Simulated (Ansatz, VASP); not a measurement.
**P: VASP beside Ansatz**

```
P
1.0
    -3.82434    3.82434    3.73551
     3.82434   -3.82434    3.73551
     3.82434    3.82434   -3.73551
P
8
Direct
  0.77360 0.98121 0.79239
  0.18882 0.98121 0.20761
  0.73121 0.43882 0.70761
  0.73121 0.02360 0.29239
  0.56119 0.26879 0.29239
  0.97640 0.26879 0.70761
  0.01879 0.81119 0.79239
  0.01879 0.22640 0.20761
```

Alike in both runs: functional PBE; k mesh 6 × 6 × 6; occupations gaussian, width 0.02 eV; no spin polarisation.

Ansatz relaxed the structure, and its values are those at the end. VASP's run is a single point on that final structure, the one shown.

|  | VASP | Ansatz |
| --- | --- | --- |
| version | VASP 6.6.1 | Ansatz 0.2.0 |
| potentials or method | VASP PAW PBE potentials, release 64 (P), cutoff 520 eV | scalar-relativistic, plane waves, PAW |
| valence electrons in the cell | 40 | 40 |

```csv
,VASP,Ansatz,Ansatz less VASP
gap on the k mesh at the Fermi level (eV),1.89,1.85,-0.038
least direct gap on the mesh (eV),2.00,1.97,-0.032
pressure (GPa),-0.2,0.0,+0.25
rms of the force components (eV/Å),0.042,0.002,-0.0402
```

The functional is the same, so the differences come from potentials, cutoffs and numerics.
